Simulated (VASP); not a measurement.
# TiO2: relaxation of cell and atoms with r2SCAN

Crystal: TiO2.

```xyz
6
Lattice="3.3669 0.0000 0.0000 0.0000 3.3669 0.0000 0.0000 0.0000 5.2015" Properties=species:S:1:pos:R:3 pbc="T T T"
Ti    0.0000    0.0000    0.0000
Ti    1.6834    1.6834    2.6008
O     0.0000    1.6834    1.7535
O     0.0000    1.6834    4.3543
O     1.6834    0.0000    3.4481
O     1.6834    0.0000    0.8473
```

| Property | Result |
| --- | --- |
| Program | VASP 6.6.1 |
| Task | relaxation of cell and atoms |
| Functional | r2SCAN |
| Potentials or basis | VASP PAW PBE potentials, release 64 (Ti_sv, O) |
| Cutoff | 600 eV |
| k mesh | 8 × 8 × 6 |
| Occupations | gaussian, width 0.02 eV |
| Spin | no spin polarisation |
| Dipole correction | no |
| Further INCAR settings | ALGO = Normal; EDIFF = 1e-07; IBRION = 2; EDIFFG = -0.01; NSW = 80; ISIF = 3 |

```yaml
Relaxed_volume: 9.83 Å³/atom
Relaxed_cell: a = 3.374 Å, b = 3.374 Å, c = 5.177 Å, α = 90.00°, β = 90.00°, γ = 90.00°
Space_group_after_relaxing_to_0.1_Å: P4_2/nmc (No. 137)
Energy_gained_by_relaxing: 0.5 meV/atom
Ionic_steps: 7
Pressure_after_relaxing: -0.1 GPa
Largest_force_after_relaxing: 0.007 eV/Å
Band_gap_on_the_k_mesh: 2.89 eV (least direct gap 2.93 eV)
```

Forces on the atoms (eV/Å):
```
Ti   0.000  0.000  0.000
Ti   0.000  0.000  0.000
O    0.000  0.000  0.007
O    0.000  0.000  0.007
O    0.000  0.000 -0.007
O    0.000  0.000 -0.007
```

Step by step:
```
step  energy change (eV)  largest force (eV/Å)  pressure (GPa)  volume (Å³)
   1              0.0000                0.0933            1.32        58.96
   2              0.0011                0.0274           -2.17        59.66
   3             -0.0018                0.0398           -0.23        59.27
   4             -0.0023                0.0336           -0.18        59.20
   5             -0.0031                0.0157           -0.02        59.00
   6             -0.0031                0.0097            0.04        58.94
   7             -0.0031                0.0070           -0.10        58.96
```

Final structure:
```yaml
crystal:
  lattice:
    - [3.37445, 0.00000, 0.00000]
    - [0.00000, 3.37445, 0.00000]
    - [0.00000, 0.00000, 5.17744]
  atoms:
    - { symbol: Ti, position: [0.00000, 0.00000, 0.00000] }
    - { symbol: Ti, position: [0.50000, 0.50000, 0.50000] }
    - { symbol: O, position: [0.00000, 0.50000, 0.33459] }
    - { symbol: O, position: [0.00000, 0.50000, 0.83459] }
    - { symbol: O, position: [0.50000, 0.00000, 0.66541] }
    - { symbol: O, position: [0.50000, 0.00000, 0.16541] }
```

Levels at points of the mesh, in eV from the valence-band top:
```csv
k point,band 22,band 23,band 24,band 25,band 26,band 27
"(0.00, 0.00, 0.00)",-0.42,-0.04,-0.04,2.89,3.34,3.73
"(0.50, 0.00, 0.00)",-1.43,-0.32,-0.32,3.22,3.22,4.14
"(0.50, 0.50, 0.00)",-1.15,-0.66,-0.66,3.16,3.16,3.90
"(0.00, 0.00, 0.50)",-1.60,0.00,0.00,3.11,3.11,4.24
"(0.50, 0.00, 0.50)",-1.89,-0.73,-0.73,3.12,3.12,3.80
"(0.50, 0.50, 0.50)",-2.13,-0.33,-0.33,3.50,3.50,4.10
```

It took 28 min on 1 thread of Intel Xeon 8259CL, with other jobs on the host, peak memory 0.27 GiB.

Caveat: the PAW data sets were made with another functional, which shifts forces and pressure a little. A k mesh can miss the band edges.
